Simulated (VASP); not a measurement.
# Fe (Pm-3m) in VASP: further runs, part 2 of 2

VASP 6.6.1. Earlier steps stand in the parts before.

## Step 3: Single point, PBE, collinear spin, ferromagnetic start (volume scaled by 0.88)

Contents of INCAR:

```
SYSTEM = Fe
PREC = Accurate ; ENCUT = 520
EDIFF = 1E-7 ; ISMEAR = -1
SIGMA = 0.1 ; LREAL = .False.
LASPH = .True. ; NELM = 150
ALGO = Normal ; ISIF = 2
LWAVE = .False. ; LCHARG = .False.
ISPIN = 2 ; MAGMOM = 2.5
LORBIT = 11 ; LMAXMIX = 4
GGA = PE ; NBANDS = 14
```

Contents of KPOINTS:

```
regular mesh
0
Gamma
  18 18 18
  0 0 0
```

Contents of POSCAR:

```
Fe
1.0
    2.2712054172      0.0000000000      0.0000000000
    0.0000000000      2.2712054172      0.0000000000
    0.0000000000      0.0000000000      2.2712054172
Fe
1
Direct
    0.0000000000      0.0000000000      0.0000000000
```

Potentials or basis: VASP PAW PBE potentials, release 64 (Fe).

On the command line:

```
cat potpaw_PBE.64/Fe/POTCAR > POTCAR
mpirun -np 1 vasp_std > vasp.out
```

OUTCAR:

```text
SYSTEM = Fe
   PREC = Accurate
   ENCUT = 520
   EDIFF = 1E-7
   ISMEAR = -1
   LREAL = .False.
   LASPH = .True.
   NELM = 150
   ISIF = 2
   ISPIN = 2
   LORBIT = 11
   GGA = PE

 ion  position               nearest neighbor table
   1  0.000  0.000  0.000-

  LATTYP: Found a simple cubic cell.
 ALAT       =     2.2712054172

  Lattice vectors:

 A1 = (   2.2712054172,   0.0000000000,   0.0000000000)
 A2 = (   0.0000000000,   2.2712054172,   0.0000000000)
 A3 = (   0.0000000000,   0.0000000000,   2.2712054172)

Analysis of symmetry for initial positions (statically):
=====================================================================
 Subroutine PRICEL returns:
 Original cell was already a primitive cell.

 Routine SETGRP: Setting up the symmetry group for a
 simple cubic supercell.

 Subroutine GETGRP returns: Found 48 space group operations
 (whereof 48 operations were pure point group operations)
 out of a pool of 48 trial point group operations.

The static configuration has the point symmetry O_h .

Analysis of symmetry for dynamics (positions and initial velocities):
=====================================================================
 Subroutine PRICEL returns:
 Original cell was already a primitive cell.

 Routine SETGRP: Setting up the symmetry group for a
 simple cubic supercell.

 Subroutine GETGRP returns: Found 48 space group operations
 (whereof 48 operations were pure point group operations)
 out of a pool of 48 trial point group operations.

The dynamic configuration has the point symmetry O_h .

Analysis of structural, dynamic, and magnetic symmetry:
=====================================================================
 Subroutine PRICEL returns:
 Original cell was already a primitive cell.

 Routine SETGRP: Setting up the symmetry group for a
 simple cubic supercell.

 Subroutine GETGRP returns: Found 48 space group operations
 (whereof 48 operations were pure point group operations)
 out of a pool of 48 trial point group operations.

The overall configuration has the point symmetry O_h .

 Subroutine INISYM returns: Found 48 space group operations
 (whereof 48 operations are pure point group operations),
 and found     1 'primitive' translations

----------------------------------------------------------------------------------------

                                     Primitive cell

  volume of cell :      11.7157

  direct lattice vectors                    reciprocal lattice vectors
     2.271205417  0.000000000  0.000000000     0.440294829  0.000000000  0.000000000
     0.000000000  2.271205417  0.000000000     0.000000000  0.440294829  0.000000000
     0.000000000  0.000000000  2.271205417     0.000000000  0.000000000  0.440294829

  length of vectors
     2.271205417  2.271205417  2.271205417     0.440294829  0.440294829  0.440294829

  position of ions in fractional coordinates (direct lattice)
     0.000000000  0.000000000  0.000000000

  ion indices of the primitive-cell ions
   primitive index   ion index
                 1           1

----------------------------------------------------------------------------------------

 KPOINTS: regular mesh

Automatic generation of k-mesh.
 Grid dimensions read from file:
 generate k-points for:   18   18   18

 Generating k-lattice:
[... 64 lines left out ...]
   EDIFFG = 0.1E-05   stopping-criterion for IOM
   NSW    =      0    number of steps for IOM
   IBRION =     -1    ionic relax: 0-MD 1-quasi-New 2-CG
   NFREE  =      0    steps in history (QN), initial steepest desc. (CG)
   ISIF   =      2    stress and relaxation
   ISYM   =      2    0-nonsym 1-usesym 2-fastsym
   POTIM  = 0.5000    time-step for ionic-motion
   TEBEG  =    0.0;   TEEND  =   0.0 temperature during run
   PSTRESS=    0.0 pullay stress
   NELECT =       8.0000    total number of electrons
   NUPDOWN=      -1.0000    fix difference up-down
   EMIN   =  10.00;   EMAX   =-10.00  energy-range for DOS
   EFERMI =   0.00;   METHOD = LEGACY
   ISMEAR =    -1;   SIGMA  =   0.10  broadening in eV -4-tet -1-fermi 0-gaus
   EFERMI_NEDOS =   21; number of points for ismear=-14 and -15
   IALGO  =     38    algorithm
   IMIX   =      4    mixing-type and parameters
     AMIX     =   0.40;   BMIX     =  1.00
     AMIX_MAG =   1.60;   BMIX_MAG =  1.00
  volume/ion in A,a.u.               =      11.72        79.06
  Fermi-wavevector in a.u.,A,eV,Ry     =   1.441612  2.724252 28.276245  2.078245
  Thomas-Fermi vector in A             =   2.560225
   LORBIT       =     11    0 simple, 1 ext, 2 COOP (PROOUT), +10 PAW based schemes
   GGA     = PE    functional components
   LHFCALC =     F    Hartree Fock is set to
   AEXX    =    0.0000 exact exchange contribution
   IVDW    =     0    specifies the selected vdW correction
   LEPSILON=     F    determine dielectric tensor
   LRPA    =     F    only Hartree local field effects (RPA)
 spin polarized calculation
  energy-cutoff  :      520.00
  volume of cell :       11.72
 maximum number of plane-waves:       326
 NGX is ok and might be reduce to    18
   NGX =  9   NGY =  9   NGZ =  9

 number of electron       7.9999998 magnetization       2.1286481

 Free energy of the ion-electron system (eV)
  ---------------------------------------------------
  ext. energy  EPLUGINS =         0.00000000
  ---------------------------------------------------
  free energy    TOTEN  =        -7.41173360 eV

  energy without entropy =       -7.37450789  energy(sigma->0) =       -7.39312074

 E-fermi :   5.8096     XC(G=0): -12.8346

 val. band max:        5.8068301184   @ k =   0.3889   0.3889   0.0000
 cond. band min:       5.8109001382   @ k =   0.3333   0.2222   0.1111
 fundamental gap:      0.0040700198
 Fermi energy:         5.8096478545

 spin component 1

 k-point     1 :       0.0000    0.0000    0.0000
  band No.  band energies     occupation
      1      -2.6284      1.00000
      2       1.5018      1.00000
      3       1.5018      1.00000
      4       5.5992      0.89138
      5       5.5992      0.89138
      6       5.5992      0.89137
      7      26.1489      0.00000
      8      26.1489      0.00000
      9      26.1489      0.00000
     10      30.3393      0.00000
     11      30.3393      0.00000
     12      35.2763      0.00000
     13      47.9315      0.00000
     14      47.9315      0.00000
[... 379 lines left out ...]
      3       3.1288      1.00000
      4       4.4834      1.00000
      5       4.7166      0.99998
      6       5.5284      0.94333
      7      14.3985      0.00000
      8      25.9429      0.00000
      9      31.0450      0.00000
     10      31.4745      0.00000
     11      34.5248      0.00000
     12      38.6622      0.00000
     13      40.9050      0.00000
     14      41.5759      0.00000

 [... further k-points ...]

 spin component 2

 k-point     1 :       0.0000    0.0000    0.0000
  band No.  band energies     occupation
      1      -2.3475      1.00000
      2       2.7758      1.00000
      3       2.7761      1.00000
      4       8.3878      0.00000
      5       8.3878      0.00000
      6       8.3882      0.00000
      7      26.7482      0.00000
      8      26.7482      0.00000
      9      26.7482      0.00000
     10      30.7305      0.00000
     11      30.7305      0.00000
     12      35.1461      0.00000
     13      48.3669      0.00000
     14      48.3669      0.00000
[... 379 lines left out ...]
      3       4.3464      1.00000
      4       7.0091      0.00001
      5       7.0971      0.00000
      6       8.3037      0.00000
      7      15.2223      0.00000
      8      26.4410      0.00000
      9      31.5696      0.00000
     10      31.7822      0.00000
     11      35.0091      0.00000
     12      39.1143      0.00000
     13      41.6185      0.00000
     14      41.9774      0.00000

 [... further k-points ...]
[... 5 lines left out ...]
  --------------------------------------------------------------------------------------
  -------------------------------------------------------------------------------------
  Total        1.4940642      1.4940642      1.4940642      0.0000000      0.0000000     -0.0000000
  in kB      204.3198697    204.3198697    204.3198697      0.0000000      0.0000000     -0.0000000
  external PRESSURE =     204.3198697 kB  Pullay stress =       0.0000000 kB

 VOLUME and BASIS-vectors are now :
 -----------------------------------------------------------------------------
  energy-cutoff  :      520.00
  volume of cell :       11.72
      direct lattice vectors                 reciprocal lattice vectors
     2.271205417  0.000000000  0.000000000     0.440294829  0.000000000  0.000000000
     0.000000000  2.271205417  0.000000000     0.000000000  0.440294829  0.000000000
     0.000000000  0.000000000  2.271205417     0.000000000  0.000000000  0.440294829

 POSITION                                       TOTAL-FORCE (eV/Angst)
 -----------------------------------------------------------------------------------
      0.00000      0.00000      0.00000         0.000000      0.000000      0.000000
 -----------------------------------------------------------------------------------
    total drift:                               -0.000000      0.000000      0.000000

  FREE ENERGIE OF THE ION-ELECTRON SYSTEM (eV)
  ---------------------------------------------------
  free  energy   TOTEN  =        -7.4117335962 eV

  energy  without entropy=       -7.3745078917  energy(sigma->0) =       -7.39312074

 total charge

# of ion       s       p       d       tot
------------------------------------------
    1        0.541   0.489   6.388   7.418

 magnetization (x)

# of ion       s       p       d       tot
------------------------------------------
    1        0.002  -0.012   2.121   2.112
```

Run time: 63 s. Hardware: 1 thread of Intel Xeon Platinum 8259CL at 2.50GHz (Skylake/Cascade Lake), shared host; peak memory 0.16 GiB.

What came out:

```yaml
Free_energy: -7.4117 eV
Pressure: 20.4 GPa
Net_moment: 2.13 μB per cell
Site_moments: Fe +2.11 μB
Valence_electrons_inside_the_program's_atomic_spheres: Fe 7.42
```

Levels at points of the mesh, in eV from the Fermi level:
Spin up:
```
           k point  band 1  band 2  band 3  band 4  band 5  band 6  band 7  band 8  band 9  band 10
(0.00, 0.00, 0.00)   -8.44   -4.31   -4.31   -0.21   -0.21   -0.21   20.34   20.34   20.34    24.53
(0.50, 0.00, 0.00)   -4.29   -3.70   -1.70   -1.70   -1.32   -0.08    5.20   23.97   27.62    28.65
(0.50, 0.50, 0.00)   -5.56   -3.11   -1.39   -1.39    1.35    5.60    5.60   11.93   13.94    31.81
(0.50, 0.50, 0.50)   -4.33   -4.33   -4.33    1.44    1.44   12.98   13.25   13.25   13.25    17.93
```
Spin down:
| k point | band 1 | band 2 | band 3 | band 4 | band 5 | band 6 | band 7 |
| --- | --- | --- | --- | --- | --- | --- | --- |
| (0.00, 0.00, 0.00) | -8.16 | -3.03 | -3.03 | 2.58 | 2.58 | 2.58 | 20.94 |
| (0.50, 0.00, 0.00) | -3.39 | -2.35 | -1.17 | 0.86 | 0.86 | 2.73 | 6.46 |
| (0.50, 0.50, 0.00) | -3.92 | -1.79 | 1.23 | 1.23 | 3.05 | 5.97 | 5.97 |
| (0.50, 0.50, 0.50) | -2.31 | -2.31 | -2.31 | 3.14 | 3.14 | 12.67 | 13.86 |

## Step 4: Single point, PBE, collinear spin, ferromagnetic start (volume scaled by 0.88)

Contents of INCAR:

```
ALGO = Normal ; EDIFF = 1E-6
ENCUT = 520 ; GGA = PE
ISIF = 2 ; ISMEAR = -1
ISPIN = 2 ; LASPH = True
LCHARG = False ; LMAXMIX = 4
LORBIT = 11 ; LREAL = False
LWAVE = False ; MAGMOM = 2.5
NBANDS = 14 ; NELM = 150
PREC = Accurate ; SIGMA = 0.1
```

Contents of KPOINTS:

```
k-points
0
Gamma
  18 18 18
```

POSCAR is that of step 3.

Potentials or basis: VASP PAW PBE potentials, release 64 (Fe).

On the command line:

```
cat potpaw_PBE.64/Fe/POTCAR > POTCAR
mpirun -np 1 vasp_std > vasp.out
```

OUTCAR:

```text
EDIFF = 1E-6
   ENCUT = 520
   GGA = PE
   ISIF = 2
   ISMEAR = -1
   ISPIN = 2
   LASPH = True
   LORBIT = 11
   LREAL = False
   NELM = 150
   PREC = Accurate

 ion  position               nearest neighbor table
   1  0.000  0.000  0.000-

  LATTYP: Found a simple cubic cell.
 ALAT       =     2.2712054172

  Lattice vectors:

 A1 = (   2.2712054172,   0.0000000000,   0.0000000000)
 A2 = (   0.0000000000,   2.2712054172,   0.0000000000)
[... 1024 lines left out ...]
  -------------------------------------------------------------------------------------
  Total        1.4887289      1.4887289      1.4887289      0.0000000      0.0000000      0.0000000
  in kB      203.5902423    203.5902423    203.5902423      0.0000000      0.0000000      0.0000000
  external PRESSURE =     203.5902423 kB  Pullay stress =       0.0000000 kB

 VOLUME and BASIS-vectors are now :
 -----------------------------------------------------------------------------
  energy-cutoff  :      520.00
  volume of cell :       11.72
      direct lattice vectors                 reciprocal lattice vectors
     2.271205417  0.000000000  0.000000000     0.440294829  0.000000000  0.000000000
     0.000000000  2.271205417  0.000000000     0.000000000  0.440294829  0.000000000
     0.000000000  0.000000000  2.271205417     0.000000000  0.000000000  0.440294829

 POSITION                                       TOTAL-FORCE (eV/Angst)
 -----------------------------------------------------------------------------------
      0.00000      0.00000      0.00000         0.000000      0.000000      0.000000
 -----------------------------------------------------------------------------------
    total drift:                               -0.000000      0.000000      0.000000

  FREE ENERGIE OF THE ION-ELECTRON SYSTEM (eV)
  ---------------------------------------------------
  free  energy   TOTEN  =        -7.4117348099 eV

  energy  without entropy=       -7.3745143157  energy(sigma->0) =       -7.39312456

 total charge

# of ion       s       p       d       tot
------------------------------------------
    1        0.541   0.489   6.388   7.418

 magnetization (x)

# of ion       s       p       d       tot
------------------------------------------
    1        0.002  -0.012   2.121   2.112
```

OSZICAR:

```text
N       E                     dE             d eps       ncg     rms          rms(c)
DAV:   1     0.232719410434E+02    0.23272E+02   -0.37972E+03 13498   0.688E+02
DAV:   2    -0.698651673422E+01   -0.30258E+02   -0.27767E+02 13478   0.127E+02
DAV:   3    -0.799990153464E+01   -0.10134E+01   -0.10034E+01 14666   0.242E+01
DAV:   4    -0.800336724790E+01   -0.34657E-02   -0.34653E-02 14732   0.130E+00
DAV:   5    -0.800338490760E+01   -0.17660E-04   -0.17660E-04 14942   0.950E-02    0.102E+01
DAV:   6    -0.747736114310E+01    0.52602E+00   -0.70593E+00 15128   0.308E+01    0.485E+00
DAV:   7    -0.741606119508E+01    0.61300E-01   -0.48402E-01 15014   0.788E+00    0.298E+00
DAV:   8    -0.741539471585E+01    0.66648E-03   -0.79148E-03 14586   0.579E-01    0.168E+00
DAV:   9    -0.741086667271E+01    0.45280E-02   -0.10367E-02 15326   0.653E-01    0.355E-01
DAV:  10    -0.741148857385E+01   -0.62190E-03   -0.35852E-04 14630   0.119E-01    0.171E-01
DAV:  11    -0.741173341788E+01   -0.24484E-03   -0.39805E-04 14954   0.137E-01    0.381E-02
DAV:  12    -0.741173471160E+01   -0.12937E-05   -0.13268E-05 14530   0.224E-02    0.116E-02
DAV:  13    -0.741173480991E+01   -0.98306E-07   -0.67137E-07  9822   0.701E-03
   1 F= -.74117348E+01 E0= -.73931246E+01  d E =-.372205E-01  mag=     2.1281
```

stdout:

```text
POSCAR found type information on POSCAR Fe
 POSCAR found :  1 types and       1 ions
 scaLAPACK will be used
 LDA part: xc-table for (Slater+PW92), standard interpolation
 POSCAR, INCAR and KPOINTS ok, starting setup
 FFT: planning ... GRIDC
 FFT: planning ... GRID_SOFT
 FFT: planning ... GRID
 WAVECAR not read
 entering main loop
```

It took 53 s on 1 thread of Intel Xeon Platinum 8259CL at 2.50GHz (Skylake/Cascade Lake), shared host; peak memory 0.16 GiB.

Results:

```yaml
Free_energy: -7.4117 eV
Pressure: 20.4 GPa
Net_moment: 2.13 μB per cell
Site_moments: Fe +2.11 μB
Valence_electrons_inside_the_program's_atomic_spheres: Fe 7.42
```
